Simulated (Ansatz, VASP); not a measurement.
**Ir: VASP beside Ansatz**

```
Ir
1.0
     0.00000    1.82371    1.82371
     1.82371    0.00000    1.82371
     1.82371    1.82371    0.00000
Ir
1
Direct
  0.00000 0.00000 0.00000
```

Change from the starting cell: strain -0.050 along x and y, -0.050 along z, atoms carried along.

Alike in both runs: task single point; functional PBE; k mesh 22 × 22 × 22; occupations gaussian, width 0.15 eV; no spin polarisation.

```csv
,VASP,Ansatz
version,VASP 6.6.1,Ansatz 0.2.0
potentials or method,"VASP PAW PBE potentials, release 64 (Ir), cutoff 520 eV","scalar-relativistic, plane waves, PAW"
valence electrons in the cell,9,17
```

Ansatz gave:

| Property | Result |
| --- | --- |
| gap on the k mesh at the Fermi level (eV) | none |
| pressure (GPa) | 97.1 |

Q: What did VASP give for the same quantities?

A: gap on the k mesh at the Fermi level (eV): none; pressure (GPa): 99.2.

A gap of «none» marks a metal or a gap that the smearing closes. Both programs put the cell under a high pressure, so it lies far from rest at this level. VASP's potentials hold 9 valence electrons a cell and Ansatz's 17, so a difference there can come from the potentials and not from the codes.

Neither program's run includes spin-orbit coupling. Noted on VASP's run: the cell as given lies far from equilibrium.
